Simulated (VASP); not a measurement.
Set up this calculation in VASP 6.6.1, as the native input.

* Task: single point
* Functional: PBE
* Potentials or basis: VASP PAW PBE potentials, release 64 (Tm_3, Hg, H), 4f in core
* Cutoff: 500 eV
* k mesh: 12 × 12 × 6
* Occupations: gaussian, width 0.1 eV
* Spin: no spin polarisation
* Dipole correction: no
* Mended: yes
* Further INCAR settings: ALGO = Normal; EDIFF = 1e-06; NBANDS = 22

The structure of TmHgH4 lies in POSCAR:

```
TmHgH4
1.0
    3.4516496546      0.0000000000      0.0000000000
   -1.7258248273      2.9892162859      0.0000000000
    0.0000000000      0.0000000000      6.8649014787
Tm Hg H
1 1 4
Direct
    0.0000000000      0.0000000000      0.5000000000
    0.0000000000      0.0000000000      0.0000000000
    0.3333333333      0.6666666667      0.6404850321
    0.3333333333      0.6666666667      0.3595149679
    0.6666666667      0.3333333333      0.6404850321
    0.6666666667      0.3333333333      0.3595149679
```

The cell was built from a structure type or drawn by symmetry, and may not be a known phase.

These files were run (other wordings do the same):

INCAR

```
SYSTEM = TmHgH4
ALGO     = Normal         ! electronic algorithm
EDIFF    = 1E-6           ! SCF threshold, eV
ENCUT    = 500            ! plane-wave cutoff, eV
GGA      = PE             ! functional
GGA_COMPAT= .False.      
ISIF     = 2              ! what is computed and relaxed
ISMEAR   = 0              ! smearing method
LASPH    = .True.         ! aspherical terms in the spheres
LCHARG   = .False.        ! write CHGCAR
LMAXMIX  = 6              ! l up to which the mixer works
LREAL    = .False.        ! projectors in reciprocal space
LWAVE    = .False.        ! write WAVECAR
NBANDS   = 22             ! bands
NELM     = 200            ! most SCF steps
PREC     = Accurate       ! precision mode
SIGMA    = 0.1            ! smearing width, eV
```

KPOINTS

```
k-points
0
Gamma
  12 12 6
  0 0 0
```

Potentials or basis: VASP PAW PBE potentials, release 64 (Tm_3, Hg, H), 4f in core.

Run with:

```bash
$ cat potpaw_PBE.64/Tm_3/POTCAR potpaw_PBE.64/Hg/POTCAR potpaw_PBE.64/H/POTCAR > POTCAR
$ mpirun -np 1 vasp_std > vasp.out
```

Results of the run:

```json
{
 "Pressure": "0.3 GPa",
 "Largest force": "0.007 eV/Å",
 "Band gap on the k mesh": "zero (an odd number of electrons rules out a gap without spin polarisation)"
}
```

Caveat: spin-orbit coupling is left out, which moves the levels of the heavy elements; the 4f electrons are frozen in the core, so they carry no moment and show no levels.

Run time: 90 s on 1 thread of Intel(R) Xeon(R) Platinum 8259CL CPU @ 2.50GHz (Skylake/Cascade Lake), with other jobs on the host, peak memory 0.27 GiB.
